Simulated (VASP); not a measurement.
Wanted: the native input for a VASP 6.6.1 run.

* Task: single point
* Functional: PBE
* Potentials or basis: VASP PAW PBE potentials, release 64 (Os)
* Cutoff: 520 eV
* k mesh: 14 × 14 × 14
* Occupations: fermi-dirac, width 0.1 eV
* Spin: no spin polarisation
* Dipole correction: no
* Further INCAR settings: ALGO = Normal; EDIFF = 1e-06; NBANDS = 15

The structure of Os lies in POSCAR:

```
Os
1.0
    0.0000000000      2.4683046157      2.4683046157
    2.4683046157      0.0000000000      2.4683046157
    2.4683046157      2.4683046157      0.0000000000
Os
2
Direct
   -0.1250000000     -0.1250000000     -0.1250000000
    0.1250000000      0.1250000000      0.1250000000
```

These files were run (other wordings do the same):

INCAR

```
  ALGO = Normal
  EDIFF = 1E-6
  ENCUT = 520
  GGA = PE
  ISIF = 2
  ISMEAR = -1
  LASPH = True
  LCHARG = True
  LELF = True
  LREAL = False
  LVHAR = True
  LWAVE = False
  NBANDS = 15
  NELM = 100
  PREC = Accurate
  SIGMA = 0.1
```

KPOINTS

```
k-points
0
Gamma
  14 14 14
```

Potentials or basis: VASP PAW PBE potentials, release 64 (Os).

Launch:

```sh
$ cat potpaw_PBE.64/Os/POTCAR > POTCAR
$ mpirun -np 1 vasp_std > vasp.out
```

It gave:

The pressure is 152.5 GPa and the band gap on the k mesh is zero (band 8 reaches 9.68 eV, above the bottom of band 9 at 7.89 eV).

Caveat: spin-orbit coupling is left out, which moves the levels of the heavy elements.

It took 58 s on 1 thread of AMD EPYC 7R43 64-Core Processor (Zen 3), on a shared host, peak memory 0.14 GiB.
